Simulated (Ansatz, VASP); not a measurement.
**ZrGa3 in VASP and in Ansatz**

File INCAR:

```
SYSTEM = ZrGa3
PREC = Accurate
ENCUT = 520
EDIFF = 1E-8
ISMEAR = -1
SIGMA = 0.03
LREAL = .FALSE.
LASPH = .TRUE.
NELM = 60
ALGO = Normal
ISIF = 2
LWAVE = .FALSE.
LCHARG = .FALSE.
GGA = CA
LEFG = .TRUE.
NBANDS = 34
```

The input KPOINTS:

```
regular mesh
0
G
  12 12 12
  0 0 0
```

File POSCAR:

```
ZrGa3
1.0
   -1.9986493898      1.9986493898      4.3934048159
    1.9986493898     -1.9986493898      4.3934048159
    1.9986493898      1.9986493898     -4.3934048159
Zr Ga
1 3
Direct
    0.0000000000      0.0000000000      0.0000000000
    0.5000000000      0.5000000000      0.0000000000
    0.7500000000      0.2500000000      0.5000000000
    0.2500000000      0.7500000000      0.5000000000
```

Input for Ansatz:

```yaml
crystal:
  lattice:
    - [-1.9986493898, 1.9986493898, 4.3934048159]
    - [1.9986493898, -1.9986493898, 4.3934048159]
    - [1.9986493898, 1.9986493898, -4.3934048159]
  atoms:
    - { symbol: Zr, position: [0.0, 0.0, 0.0] }
    - { symbol: Ga, position: [0.5, 0.5, 0.0] }
    - { symbol: Ga, position: [0.75, 0.25, 0.5] }
    - { symbol: Ga, position: [0.25, 0.75, 0.5] }
kpoints:
  mp_grid: { grid: [12, 12, 12] }
scf:
  occupations: { method: fermi_dirac, width: 0.03 }
hamiltonian:
  xc: lda
  pseudopotentials: { kind: paw }
output:
  forces: true
  stress: true
  eigenvalues: true
  efg: { contact_densities: true }
```

Change from the starting cell: volume scaled by 1.02, PAW files.

Alike in both runs: task electric field gradients; functional LDA; k mesh 12 × 12 × 12; occupations fermi-dirac, width 0.03 eV; no spin polarisation.

|  | VASP | Ansatz |
| --- | --- | --- |
| version | VASP 6.6.1 | Ansatz 0.2.0 |
| potentials or method | VASP PAW LDA potentials, release 64 (Zr_sv, Ga_d) | PAW with Ansatz's default frozen-core files, scalar-relativistic |
| plane-wave cutoff (eV) | 520 | 420 |
| valence electrons in the cell | 51 | 51 |

|  | VASP | Ansatz | Ansatz less VASP |
| --- | --- | --- | --- |
| pressure (GPa) | -6.9 | -7.1 | -0.24 |
| traceless stress, the component that is largest in VASP (GPa) | 6.11 | 6.11 | +0.002 |
| size of Vzz on the site where it differs most (V/Å²) | 95.6 | 98.3 | +2.73 |

LDA's correlation is that of Perdew and Zunger in VASP and of Perdew and Wang (1992) in Ansatz.
